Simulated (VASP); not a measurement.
Set up this calculation in VASP 6.6.1, as the native input.

```
Task                   : single point
Functional             : r2SCAN
Potentials or basis    : VASP PAW PBE potentials, release 64 (Zn, S)
Cutoff                 : 520 eV
k mesh                 : 6 × 6 × 4
Occupations            : gaussian, width 0.02 eV
Spin                   : no spin polarisation
Dipole correction      : no
Further INCAR settings : ALGO = Normal; EDIFF = 1e-06; NBANDS = 26
```

Crystal: ZnS.

```xyz
4
Lattice="3.7685 0.0000 0.0000 -1.8842 3.2636 0.0000 0.0000 0.0000 6.2823" Properties=species:S:1:pos:R:3 pbc="T T T"
Zn    0.0000    2.1757    0.0022
Zn    1.8842    1.0879    3.1433
S     0.0000    2.1757    2.3537
S     1.8842    1.0879    5.4948
```

This cell differs from its parent crystal: biaxial strain in the a-b plane: -1.0 %.

The input as run:

POSCAR

```
ZnS
1.0
    3.7684534138      0.0000000000      0.0000000000
   -1.8842267069      3.2635763893      0.0000000000
    0.0000000000      0.0000000000      6.2822716494
Zn S
2 2
Direct
    0.3333333333      0.6666666667      0.0003440771
    0.6666666667      0.3333333333      0.5003440771
    0.3333333333      0.6666666667      0.3746559229
    0.6666666667      0.3333333333      0.8746559229
```

INCAR.step1

```
SYSTEM = ZnS
PREC = Accurate
ENCUT = 520
ISMEAR = 0
SIGMA = 0.02
LREAL = .False.
LASPH = .True.
NELM = 80
NBANDS = 26
GGA = PE
ALGO = Normal
EDIFF = 1E-4
LWAVE = .True.
LCHARG = .False.
```

INCAR.step2

```
SYSTEM = ZnS
PREC = Accurate
ENCUT = 520
EDIFF = 1E-6
ISMEAR = 0
SIGMA = 0.02
LREAL = .False.
LASPH = .True.
NELM = 80
ALGO = Normal
ISIF = 2
LWAVE = .False.
LCHARG = .True.
METAGGA = R2SCAN
LMIXTAU = .True.
LELF = .True.
LVHAR = .True.
NBANDS = 26
ISTART = 1
```

KPOINTS

```
regular mesh
0
Gamma
  6 6 4
  0 0 0
```

Potentials or basis: VASP PAW PBE potentials, release 64 (Zn, S).

The run is started by

```console
$ cat potpaw_PBE.64/Zn/POTCAR potpaw_PBE.64/S/POTCAR > POTCAR
$ cp INCAR.step1 INCAR
$ mpirun -np 1 vasp_std > vasp.out
$ cp INCAR.step2 INCAR
$ mpirun -np 1 vasp_std > vasp.out
```

It gave:

| Quantity | Value |
| --- | --- |
| Pressure | 1.2 GPa |
| Largest force | 0.105 eV/Å |
| Band gap on the k mesh | 2.81 eV |

Caveat: the cell differs from its parent crystal (biaxial strain in the a-b plane: -1.0 %); the PAW data sets were made with another functional, which shifts forces and pressure a little.

Run time: 6.2 min on 1 thread of Intel Xeon 8259CL, with other jobs on the host, peak memory 0.22 GiB.
